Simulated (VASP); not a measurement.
Wanted: the native input for a VASP 6.6.1 run.

```
Task                               : relaxation of cell and atoms
Functional                         : r2SCAN50
Potentials or basis                : VASP PAW PBE potentials, release 64 (Zn, S)
Cutoff                             : 600 eV
k mesh                             : 4 × 4 × 3
Occupations                        : fermi-dirac, width 0.05 eV
Spin                               : no spin polarisation
Dipole correction                  : no
Grid for exact exchange (PRECFOCK) : Normal
Further INCAR settings             : ALGO = Normal; EDIFF = 1e-06; IBRION = 2; EDIFFG = -0.01; NSW = 60; ISIF = 3
Share of exact exchange            : 0.5
```

ZnS:

```xyz
4
Lattice="3.8110 0.0000 0.0000 -1.9055 3.3004 0.0000 0.0000 0.0000 6.2340" Properties=species:S:1:pos:R:3 pbc="T T T"
Zn    1.9055    1.1001    3.1170
Zn    0.0000    2.2003    0.0000
S     1.9055    1.1001    5.5171
S     0.0000    2.2003    2.4001
```

One way to write it, as run:

POSCAR

```
ZnS
1.0
    3.8110000000      0.0000000000      0.0000000000
   -1.9055000000      3.3004228138      0.0000000000
    0.0000000000      0.0000000000      6.2340000000
Zn S
2 2
Direct
    0.6666666667      0.3333333333      0.5000000000
    0.3333333333      0.6666666667      0.0000000000
    0.6666666667      0.3333333333      0.8850000000
    0.3333333333      0.6666666667      0.3850000000
```

INCAR.step1

```
SYSTEM = ZnS
PREC = Accurate
ENCUT = 600
EDIFF = 1E-5
ISMEAR = -1
SIGMA = 0.05
LREAL = .False.
LASPH = .True.
NELM = 100
ALGO = Normal
LWAVE = .True.
LCHARG = .False.
GGA = PE
NBANDS = 26
KPAR = 4
```

INCAR.step2

```
SYSTEM = ZnS
PREC = Accurate
ENCUT = 600
EDIFF = 1E-6
ISMEAR = -1
SIGMA = 0.05
LREAL = .False.
LASPH = .True.
NELM = 100
ALGO = Normal
ISIF = 3
LWAVE = .False.
LCHARG = .False.
METAGGA = R2SCAN
LHFCALC = .True.
AEXX = 0.5
LMIXTAU = .True.
PRECFOCK = Normal
IBRION = 2
NSW = 60
EDIFFG = -0.01
ISTART = 1
KPAR = 4
```

KPOINTS

```
regular mesh
0
Gamma
  4 4 3
  0 0 0
```

Potentials or basis: VASP PAW PBE potentials, release 64 (Zn, S).

The run is started by

```sh
$ cat potpaw_PBE.64/Zn/POTCAR potpaw_PBE.64/S/POTCAR > POTCAR
$ cp INCAR.step1 INCAR
$ mpirun -np 4 vasp_std > vasp.out
$ cp INCAR.step2 INCAR
$ mpirun -np 4 vasp_std > vasp.out
```

Results of the run:

```
Relaxed volume                        : 19.61 Å³/atom
Relaxed cell                          : a = 3.813 Å, b = 3.813 Å, c = 6.228 Å, α = 90.00°, β = 90.00°, γ = 120.00°
Space group after relaxing (to 0.1 Å) : P6_3mc (No. 186)
Energy gained by relaxing             : 5.5 meV/atom
Ionic steps                           : 6
Pressure after relaxing               : 0.0 GPa
Band gap on the k mesh                : 6.25 eV
```

Caveat: the k points lie up to 0.48 Å⁻¹ apart in the final cell; the PAW data sets were made with another functional, which shifts forces and pressure a little.

Wall time 34 min on 4 MPI ranks on Intel(R) Xeon(R) Platinum 8375C CPU @ 2.90GHz (Ice Lake) (shared host), peak memory 0.26 GiB a rank.
